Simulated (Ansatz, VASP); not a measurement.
**Zr3AlN4: VASP beside Ansatz**

```xyz
8
Lattice="4.7548 0.0000 0.0000 0.0000 4.7548 0.0000 0.0000 0.0000 4.7548" Properties=species:S:1:pos:R:3 pbc="T T T"
Zr    0.0000    2.3774    2.3774
Zr    2.3774    0.0000    2.3774
Zr    2.3774    2.3774    0.0000
Al    0.0000    0.0000    0.0000
N     1.1887    1.1887    3.5661
N     1.1887    3.5661    1.1887
N     3.5661    1.1887    1.1887
N     3.5661    3.5661    3.5661
```

Alike in both runs: task single point; functional PBE; k mesh 4 × 4 × 4; occupations gaussian, width 0.1 eV; no spin polarisation.

|  | VASP | Ansatz |
| --- | --- | --- |
| version | VASP 6.6.1 | Ansatz 0.2.0 |
| potentials or method | VASP PAW PBE potentials, release 64 (Zr_sv, Al, N), cutoff 520 eV | scalar-relativistic, plane waves, PAW |
| valence electrons in the cell | 59 | 59 |

|  | VASP | Ansatz | Ansatz less VASP |
| --- | --- | --- | --- |
| gap on the k mesh at the Fermi level (eV) | none | none | - |
| pressure (GPa) | 16.7 | 16.5 | -0.21 |

A gap of «none» marks a metal or a gap that the smearing closes. The functional is the same, so the differences come from potentials, cutoffs and numerics.
